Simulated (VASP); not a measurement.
# CaSe (P6_3/mmc) in VASP: notebook

CaSe is run at these levels: r2SCAN; tasks: single point.

Everything below comes from runs of VASP 6.6.1. Logs are shortened: lines on timing, memory, paths and dates and some standing lists are left out, and cuts for length are marked.

## Step 1: The cell of the first run

It takes space group P6_3/mmc (No. 194, hexagonal). Conventional cell: a = 5.006 Å, b = 5.006 Å, c = 5.876 Å, α = 90.00°, β = 90.00°, γ = 120.00°. Ca (site symmetry -6m2) has 5 Se at 2.89 to 2.94 Å within 3.8 Å. Se (site symmetry -6m2) has 5 Ca at 2.89 to 2.94 Å within 3.8 Å.

## Step 2: Single point, r2SCAN

File POSCAR:

```
CaSe
1.0
    5.0056779906      0.0000000000      0.0000000000
   -2.5028389953      4.3350443030      0.0000000000
    0.0000000000      0.0000000000      5.8755389763
Ca Se
2 2
Direct
    0.3333333333      0.6666666667      0.2500000000
    0.6666666667      0.3333333333      0.7500000000
    0.6666666667      0.3333333333      0.2500000000
    0.3333333333      0.6666666667      0.7500000000
```

File INCAR.step1:

```
PREC = Accurate
ENCUT = 550
ISMEAR = 0
SIGMA = 0.01
LREAL = F
LASPH = T
NELM = 120
NBANDS = 24
GGA = PE
ALGO = Normal
EDIFF = 1E-5
LWAVE = T
LCHARG = F
GGA_COMPAT = F
```

File INCAR.step2:

```
PREC = Accurate
ENCUT = 550
EDIFF = 1E-6
ISMEAR = 0
SIGMA = 0.01
LREAL = F
LASPH = T
NELM = 120
ALGO = Normal
ISIF = 2
LWAVE = F
LCHARG = F
METAGGA = R2SCAN
LMIXTAU = T
NBANDS = 24
ISTART = 1
GGA_COMPAT = F
```

File KPOINTS:

```
regular mesh
0
Gamma
  6 6 4
```

Potentials or basis: VASP PAW PBE potentials, release 64 (Ca_sv, Se).

Launch:

```console
$ cat potpaw_PBE.64/Ca_sv/POTCAR potpaw_PBE.64/Se/POTCAR > POTCAR
$ cp INCAR.step1 INCAR
$ mpirun -np 1 vasp_std > vasp.out
$ cp INCAR.step2 INCAR
$ mpirun -np 1 vasp_std > vasp.out
```

OUTCAR:

```text
PREC = Accurate
   ENCUT = 550
   EDIFF = 1E-6
   ISMEAR = 0
   LREAL = F
   LASPH = T
   NELM = 120
   ISIF = 2
   METAGGA = R2SCAN
   ISTART = 1

 ion  position               nearest neighbor table
   1  0.333  0.667  0.250-   3 2.89   3 2.89   3 2.89   4 2.94   4 2.94
   2  0.667  0.333  0.750-   4 2.89   4 2.89   4 2.89   3 2.94   3 2.94
   3  0.667  0.333  0.250-   1 2.89   1 2.89   1 2.89   2 2.94   2 2.94
   4  0.333  0.667  0.750-   2 2.89   2 2.89   2 2.89   1 2.94   1 2.94

  LATTYP: Found a hexagonal cell.
 ALAT       =     5.0056779906
 C/A-ratio  =     1.1737748587

  Lattice vectors:

 A1 = (   5.0056779906,   0.0000000000,   0.0000000000)
 A2 = (  -2.5028389953,   4.3350443030,   0.0000000000)
 A3 = (   0.0000000000,   0.0000000000,   5.8755389763)

Analysis of symmetry for initial positions (statically):
=====================================================================
 Subroutine PRICEL returns:
 Original cell was already a primitive cell.

 Routine SETGRP: Setting up the symmetry group for a
 hexagonal supercell.

 Subroutine GETGRP returns: Found 24 space group operations
 (whereof 12 operations were pure point group operations)
 out of a pool of 24 trial point group operations.

The static configuration has the point symmetry D_3d.
 The point group associated with its full space group is D_6h.

Analysis of symmetry for dynamics (positions and initial velocities):
=====================================================================
 Subroutine PRICEL returns:
 Original cell was already a primitive cell.

 Routine SETGRP: Setting up the symmetry group for a
 hexagonal supercell.

 Subroutine GETGRP returns: Found 24 space group operations
 (whereof 12 operations were pure point group operations)
 out of a pool of 24 trial point group operations.

The dynamic configuration has the point symmetry D_3d.
 The point group associated with its full space group is D_6h.

 Subroutine INISYM returns: Found 24 space group operations
 (whereof 12 operations are pure point group operations),
 and found     1 'primitive' translations

----------------------------------------------------------------------------------------

                                     Primitive cell

[... 86 lines left out ...]
   LSORBIT =      F    spin-orbit coupling
   LASPH  =      T    aspherical Exc in radial PAW
   ENCUT  =  550.0 eV  40.42 Ry    6.36 a.u.   9.57  9.57 11.24*2*pi/ulx,y,z
   NELM   =    120;   NELMIN=  2; NELMDL=  0     # of ELM steps
   EDIFF  = 0.1E-05   stopping-criterion for ELM
   LREAL  =      F    real-space projection
   EDIFFG = 0.1E-04   stopping-criterion for IOM
   NSW    =      0    number of steps for IOM
   IBRION =     -1    ionic relax: 0-MD 1-quasi-New 2-CG
   NFREE  =      0    steps in history (QN), initial steepest desc. (CG)
   ISIF   =      2    stress and relaxation
   ISYM   =      2    0-nonsym 1-usesym 2-fastsym
   POTIM  = 0.5000    time-step for ionic-motion
   TEBEG  =    0.0;   TEEND  =   0.0 temperature during run
   PSTRESS=    0.0 pullay stress
   NELECT =      32.0000    total number of electrons
   NUPDOWN=      -1.0000    fix difference up-down
   EMIN   =  10.00;   EMAX   =-10.00  energy-range for DOS
   EFERMI =   0.00;   METHOD = LEGACY
   ISMEAR =     0;   SIGMA  =   0.01  broadening in eV -4-tet -1-fermi 0-gaus
   EFERMI_NEDOS =   21; number of points for ismear=-14 and -15
   IALGO  =     38    algorithm
   IMIX   =      4    mixing-type and parameters
     AMIX     =   0.40;   BMIX     =  1.00
     AMIX_MAG =   1.60;   BMIX_MAG =  1.00
  volume/ion in A,a.u.               =      31.87       215.10
  Fermi-wavevector in a.u.,A,eV,Ry     =   1.032659  1.951442 14.509032  1.066384
  Thomas-Fermi vector in A             =   2.166867
   LORBIT       =      0    0 simple, 1 ext, 2 COOP (PROOUT), +10 PAW based schemes
   METAGGA = R2SCAN    functional components
   LHFCALC =     F    Hartree Fock is set to
   AEXX    =    0.0000 exact exchange contribution
   IVDW    =     0    specifies the selected vdW correction
   LEPSILON=     F    determine dielectric tensor
   LRPA    =     F    only Hartree local field effects (RPA)
 non-spin polarized calculation
 Gauss-broadening in eV      SIGMA  =   0.01
  energy-cutoff  :      550.00
  volume of cell :      127.50
 maximum number of plane-waves:      3790
 NGX is ok and might be reduce to    40
   NGX = 19   NGY = 19   NGZ = 23

 number of electron      32.0000003 magnetization

 Free energy of the ion-electron system (eV)
  ---------------------------------------------------
  ext. energy  EPLUGINS =         0.00000000
  ---------------------------------------------------
  free energy    TOTEN  =       -51.36429155 eV

  energy without entropy =      -51.36429155  energy(sigma->0) =      -51.36429155

 E-fermi :   0.9550     XC(G=0):  -8.4484

 val. band max:        0.9093963314   @ k =   0.0000   0.0000   0.0000
 cond. band min:       3.8018883067   @ k =   0.3333   0.3333   0.0000
 fundamental gap:      2.8924919753
 Fermi energy:         0.9549610025

 k-point     1 :       0.0000    0.0000    0.0000
  band No.  band energies     occupation
      1     -40.5348      2.00000
      2     -40.5265      2.00000
      3     -20.7001      2.00000
      4     -20.7001      2.00000
      5     -20.6961      2.00000
      6     -20.6713      2.00000
[... 556 lines left out ...]
     23       7.0935      0.00000
     24       7.0935      0.00000

------------------------ aborting loop because EDIFF is reached ----------------------------------------

  FORCE on cell =-STRESS in cart. coord.  units (eV):
  Direction    XX          YY          ZZ          XY          YZ          ZX
  --------------------------------------------------------------------------------------
  -------------------------------------------------------------------------------------
  Total        0.1399474      0.1399474      0.1701915      0.0000000      0.0000000      0.0000000
  in kB        1.7586167      1.7586167      2.1386725      0.0000000      0.0000000      0.0000000
  external PRESSURE =       1.8853020 kB  Pullay stress =       0.0000000 kB

 VOLUME and BASIS-vectors are now :
 -----------------------------------------------------------------------------
  energy-cutoff  :      550.00
  volume of cell :      127.50
      direct lattice vectors                 reciprocal lattice vectors
     5.005677991  0.000000000  0.000000000     0.199773138  0.115339075  0.000000000
    -2.502838995  4.335044303  0.000000000     0.000000000  0.230678150  0.000000000
     0.000000000  0.000000000  5.875538976     0.000000000  0.000000000  0.170197152

 POSITION                                       TOTAL-FORCE (eV/Angst)
 -----------------------------------------------------------------------------------
     -0.00000      2.89003      1.46888         0.000000     -0.000000     -0.000000
      2.50284      1.44501      4.40665        -0.000000      0.000000     -0.000000
      2.50284      1.44501      1.46888         0.000000      0.000000     -0.000000
     -0.00000      2.89003      4.40665        -0.000000      0.000000      0.000000
 -----------------------------------------------------------------------------------
    total drift:                               -0.000000      0.000000     -0.000000

  FREE ENERGIE OF THE ION-ELECTRON SYSTEM (eV)
  ---------------------------------------------------
  free  energy   TOTEN  =       -51.3642915493 eV

  energy  without entropy=      -51.3642915493  energy(sigma->0) =      -51.36429155
```

OSZICAR.step1:

```text
N       E                     dE             d eps       ncg     rms          rms(c)
DAV:   1     0.278043433600E+03    0.27804E+03   -0.15167E+04  1008   0.124E+03
DAV:   2     0.184818565540E+01   -0.27620E+03   -0.26482E+03  1152   0.335E+02
DAV:   3    -0.179179586967E+02   -0.19766E+02   -0.19624E+02  1640   0.757E+01
DAV:   4    -0.191179927531E+02   -0.12000E+01   -0.11969E+01  1664   0.164E+01
DAV:   5    -0.191609290064E+02   -0.42936E-01   -0.42933E-01  1400   0.197E+00    0.611E+00
DAV:   6    -0.185668508123E+02    0.59408E+00   -0.10422E+00  1320   0.351E+00    0.369E+00
DAV:   7    -0.184839813289E+02    0.82869E-01   -0.51635E-01  1464   0.298E+00    0.123E+00
DAV:   8    -0.184956340935E+02   -0.11653E-01   -0.66552E-02  1304   0.142E+00    0.207E-01
DAV:   9    -0.184975818040E+02   -0.19477E-02   -0.61020E-03  1336   0.446E-01    0.152E-01
DAV:  10    -0.185000440955E+02   -0.24623E-02   -0.33029E-03  1304   0.278E-01    0.519E-02
DAV:  11    -0.185001296088E+02   -0.85513E-04   -0.92148E-04  1384   0.180E-01    0.263E-02
DAV:  12    -0.185001466956E+02   -0.17087E-04   -0.71632E-05  1240   0.385E-02    0.580E-03
DAV:  13    -0.185001509248E+02   -0.42292E-05   -0.49110E-06   960   0.140E-02
   1 F= -.18500151E+02 E0= -.18500151E+02  d E =-.189692E-18
```

Run time: 1.9 min. Hardware: 1 thread of Intel Xeon 6975P-C (Granite Rapids), shared host; peak memory 0.32 GiB.

What came out:

```
Free energy            : -51.3643 eV
Pressure               : 0.2 GPa
Band gap on the k mesh : 2.89 eV (least direct gap 3.04 eV)
```

Levels at points of the mesh, in eV from the valence-band top:
```csv
k point,band 14,band 15,band 16,band 17,band 18,band 19
"(0.00, 0.00, 0.00)",-1.07,-1.07,0.00,3.04,4.09,4.09
"(0.50, 0.00, 0.00)",-1.44,-0.99,-0.52,3.54,3.70,4.16
"(0.00, 0.00, 0.50)",-1.40,-1.40,-1.40,4.23,4.23,5.56
"(0.50, 0.00, 0.50)",-1.24,-1.06,-1.06,4.04,4.04,5.22
```

Caveat: the PAW data sets were made with another functional, which shifts forces and pressure a little. A k mesh can miss the band edges.

## Step 3: Single point, r2SCAN

POSCAR is that of step 2.

File INCAR.step1:

```
SYSTEM = CaSe
PREC = Accurate ; ENCUT = 550
ISMEAR = 0 ; SIGMA = 0.01
LREAL = .FALSE. ; LASPH = .TRUE.
NELM = 120 ; NBANDS = 24
GGA = PE ; ALGO = Normal
EDIFF = 1E-5 ; LWAVE = .TRUE.
LCHARG = .FALSE. ; GGA_COMPAT = .FALSE.
```

File INCAR.step2:

```
SYSTEM = CaSe
PREC = Accurate ; ENCUT = 550
EDIFF = 1E-6 ; ISMEAR = 0
SIGMA = 0.01 ; LREAL = .FALSE.
LASPH = .TRUE. ; NELM = 120
ALGO = Normal ; ISIF = 2
LWAVE = .FALSE. ; LCHARG = .FALSE.
METAGGA = R2SCAN ; LMIXTAU = .TRUE.
NBANDS = 24 ; ISTART = 1
GGA_COMPAT = .FALSE.
```

File KPOINTS:

```
Automatic mesh
0
G
  6 6 4
  0 0 0
```

Potentials or basis: VASP PAW PBE potentials, release 64 (Ca_sv, Se).

Launch:

```console
$ cat potpaw_PBE.64/Ca_sv/POTCAR potpaw_PBE.64/Se/POTCAR > POTCAR
$ cp INCAR.step1 INCAR
$ mpirun -np 1 vasp_std > vasp.out
$ cp INCAR.step2 INCAR
$ mpirun -np 1 vasp_std > vasp.out
```

Run time: 1.7 min. Hardware: 1 thread of Intel Xeon 6975P-C (Granite Rapids), shared host; peak memory 0.32 GiB.

Results (log left out):

- Free energy: -51.3643 eV
- Pressure: 0.2 GPa
- Band gap on the k mesh: 2.89 eV (least direct gap 3.04 eV)

Levels at points of the mesh, in eV from the valence-band top:
| k point | band 14 | band 15 | band 16 | band 17 | band 18 | band 19 |
| --- | --- | --- | --- | --- | --- | --- |
| (0.00, 0.00, 0.00) | -1.07 | -1.07 | 0.00 | 3.04 | 4.09 | 4.09 |
| (0.50, 0.00, 0.00) | -1.44 | -0.99 | -0.52 | 3.54 | 3.70 | 4.16 |
| (0.00, 0.00, 0.50) | -1.40 | -1.40 | -1.40 | 4.23 | 4.23 | 5.56 |
| (0.50, 0.00, 0.50) | -1.24 | -1.06 | -1.06 | 4.04 | 4.04 | 5.22 |

Caveat: the PAW data sets were made with another functional, which shifts forces and pressure a little. A k mesh can miss the band edges.
